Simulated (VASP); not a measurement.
A run of VASP 6.6.1 is set up as follows.

Contents of INCAR:

```
PREC = Accurate ; ENCUT = 520
EDIFF = 1E-7 ; ISMEAR = -1
SIGMA = 0.03 ; LREAL = False
LASPH = True ; NELM = 60
ALGO = Normal ; ISIF = 2
LWAVE = False ; LCHARG = False
GGA = PE ; NBANDS = 13
```

File KPOINTS:

```
Automatic mesh
0
Gamma
  14 14 14
```

The input POSCAR:

```
W
1.0
   -1.5973000000      1.5973000000      1.5973000000
    1.5973000000     -1.5973000000      1.5973000000
    1.5973000000      1.5973000000     -1.5973000000
W
1
Direct
    0.0000000000      0.0000000000      0.0000000000
```

Potentials or basis: VASP PAW PBE potentials, release 64 (W_sv).

Command:

```console
$ cat potpaw_PBE.64/W_sv/POTCAR > POTCAR
$ mpirun -np 1 vasp_std > vasp.out
```

(1) What does it give for the pressure?

(2) What does it give for the band gap on the k mesh?

Answers

(1) -2.1 GPa.

(2) zero (band 7 reaches 16.00 eV, above the bottom of band 8 at 9.85 eV).

Caveat: spin-orbit coupling is left out, which moves the levels of the heavy elements.
